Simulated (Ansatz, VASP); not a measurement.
Two plane-wave programs on ZrSi2

```
CELL_PARAMETERS angstrom
1.86196 -7.34801 0.00000
1.86196 7.34801 0.00000
0.00000 0.00000 3.66402
ATOMIC_POSITIONS crystal
Zr 0.60400 0.39600 0.25000
Zr 0.39600 0.60400 0.75000
Si 0.93900 0.06100 0.25000
Si 0.06100 0.93900 0.75000
Si 0.25000 0.75000 0.25000
Si 0.75000 0.25000 0.75000
```

Alike in both runs: task single point; functional PBE; k mesh 6 × 6 × 6; occupations gaussian, width 0.05 eV; no spin polarisation.

```csv
,VASP,Ansatz
version,VASP 6.6.1,Ansatz 0.2.0
potentials or method,"VASP PAW PBE potentials, release 64 (Zr_sv, Si), cutoff 520 eV","scalar-relativistic, plane waves, PAW"
valence electrons in the cell,40,40
```

```csv
,VASP,Ansatz,Ansatz less VASP
gap on the k mesh at the Fermi level (eV),none,none,-
pressure (GPa),0.3,0.2,-0.03
"traceless stress, the component that is largest in VASP (GPa)",-2.49,-2.48,+0.006
rms of the force components (eV/Å),0.319,0.316,-0.0027
```

Atom by atom the forces differ by 0.003 eV/Å (rms over components). A gap of «none» marks a metal or a gap that the smearing closes.
